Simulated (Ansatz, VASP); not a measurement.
**LaHg: VASP beside Ansatz**

```
La Hg
1.0
     3.91225    0.00000    0.00000
     0.00000    3.91225    0.00000
     0.00000    0.00000    3.91225
La Hg
1 1
Direct
  0.50000 0.50000 0.50000
  0.00000 0.00000 0.00000
```

Change from the starting cell: volume scaled by 1.06.

Alike in both runs: task single point; functional LDA; k mesh 11 × 11 × 11; occupations fermi-dirac, width 0.08 eV; no spin polarisation.

|  | VASP | Ansatz |
| --- | --- | --- |
| version | VASP 6.6.1 | Ansatz 0.2.0 |
| potentials or method | VASP PAW LDA potentials, release 64 (La, Hg), cutoff 500 eV | all-electron LAPW, scalar-relativistic |

VASP gave:

| Item | Value |
| --- | --- |
| pressure (GPa) | -4.6 |

Problem. Which values does Ansatz return?

Solution. Pressure (GPa): -4.7.

LDA's correlation is that of Perdew and Zunger in VASP and of Perdew and Wang (1992) in Ansatz. Ansatz ran all-electron here, and VASP with PAW potentials.

Spin-orbit coupling is off throughout.
